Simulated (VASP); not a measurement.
A run of VASP 6.6.1 is set up as follows.

The input POSCAR:

```
NiO
1.0
    0.0000000000      2.0867400282      2.0867400282
    2.0867400282      0.0000000000      2.0867400282
    2.0867400282      2.0867400282      0.0000000000
Ni O
1 1
Direct
    0.0000000000      0.0000000000      0.0000000000
    0.5000000000      0.5000000000      0.5000000000
```

Contents of INCAR.step1:

```
PREC = Accurate ; ENCUT = 520
ISMEAR = -1 ; SIGMA = 0.1
LREAL = False ; LASPH = True
NELM = 80 ; NBANDS = 15
GGA = PE ; ALGO = Normal
EDIFF = 1E-4 ; LWAVE = True
LCHARG = False
```

INCAR.step2

```
PREC = Accurate ; ENCUT = 520
EDIFF = 1E-6 ; ISMEAR = -1
SIGMA = 0.1 ; LREAL = False
LASPH = True ; NELM = 80
ALGO = Normal ; ISIF = 2
LWAVE = False ; LCHARG = True
METAGGA = R2SCAN ; LMIXTAU = True
LELF = True ; LVHAR = True
NBANDS = 15 ; ISTART = 1
```

Contents of KPOINTS:

```
regular mesh
0
Gamma
  14 14 14
```

Potentials or basis: VASP PAW PBE potentials, release 64 (Ni, O).

Launch:

```console
$ cat potpaw_PBE.64/Ni/POTCAR potpaw_PBE.64/O/POTCAR > POTCAR
$ cp INCAR.step1 INCAR
$ mpirun -np 1 vasp_std > vasp.out
$ cp INCAR.step2 INCAR
$ mpirun -np 1 vasp_std > vasp.out
```

Q: What does it give for the band gap on the k mesh?

A: Zero (band 8 reaches 9.15 eV, above the bottom of band 9 at 6.31 eV).

Q: What does it give for the pressure?

A: -9.1 GPa.

Caveat: the PAW data sets were made with another functional, which shifts forces and pressure a little; the run has no spin polarisation, though such a crystal can be magnetic; semilocal functionals often make such compounds metallic where correlation or magnetic order opens a gap, which also shifts bond lengths. With open d or f shells a metallic result of r2SCAN can be an artefact of self-interaction; +U or a hybrid may open a gap.
